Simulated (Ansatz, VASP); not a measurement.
## HfS2: VASP beside Ansatz

Contents of INCAR:

```
SYSTEM = HfS2
  ALGO = Normal
  DIPOL = 0.5 0.5 0.500
  EDIFF = 1E-6
  ENCUT = 400
  GGA = PE
  GGA_COMPAT = .FALSE.
  IDIPOL = 3
  ISIF = 2
  ISMEAR = 0
  IVDW = 12
  LASPH = .TRUE.
  LCHARG = .FALSE.
  LDIPOL = .TRUE.
  LREAL = .FALSE.
  LWAVE = .FALSE.
  NBANDS = 18
  NELM = 120
  NELMDL = -8
  PREC = Accurate
  SIGMA = 0.02
```

Contents of KPOINTS:

```
k-points
0
G
  9 9 1
  0 0 0
```

File POSCAR:

```
HfS2
1.0
    3.6180000000      0.0000000000      0.0000000000
   -1.8090000000      3.1332799109      0.0000000000
    0.0000000000      0.0000000000     31.8247012176
S Hf
2 1
Direct
    0.6666666667      0.3333333333      0.4566531673
    0.3333333333      0.6666666667      0.5433468327
    0.0000000000      0.0000000000      0.5000000000
```

Input for Ansatz:

```yaml
crystal:
  lattice:
    - [3.618, 0.0, 0.0]
    - [-1.809, 3.1332799109, 0.0]
    - [0.0, 0.0, 31.8247012176]
  atoms:
    - { symbol: S, position: [0.6666666667, 0.3333333333, 0.4566531673] }
    - { symbol: Hf, position: [0.0, 0.0, 0.5] }
    - { symbol: S, position: [0.3333333333, 0.6666666667, 0.5433468327] }
  periodic: [true, true, false]
basis:
  ecutwfc: 420
kpoints:
  mp_grid: { grid: [9, 9, 1] }
hamiltonian:
  xc: pbe
  pseudopotentials: { kind: paw, azcp: { folder: soft_1 } }
  dispersion: d3bj
scf:
  occupations: { method: gaussian, width: 0.02 }
output:
  forces: true
  stress: true
  eigenvalues: true
```

Alike in both runs: task single point; functional PBE; dispersion D3(BJ); k mesh 9 × 9 × 1; occupations gaussian, width 0.02 eV; no spin polarisation.

|  | VASP | Ansatz |
| --- | --- | --- |
| version | VASP 6.6.1 | Ansatz 0.2.0 |
| potentials or method | VASP PAW PBE potentials, release 64 (S, Hf_pv), cutoff 400 eV | scalar-relativistic, plane waves, PAW |
| valence electrons in the cell | 22 | 38 |

```tsv
	VASP	Ansatz	Ansatz less VASP
gap on the k mesh at the Fermi level (eV)	1.47	1.45	-0.021
least direct gap on the mesh (eV)	2.08	2.06	-0.029
rms of the force components (eV/Å)	0.419	0.450	+0.0304
```

VASP's potentials hold 22 valence electrons a cell and Ansatz's 38, so a difference there can come from the potentials and not from the codes.

Spin-orbit coupling is off throughout.
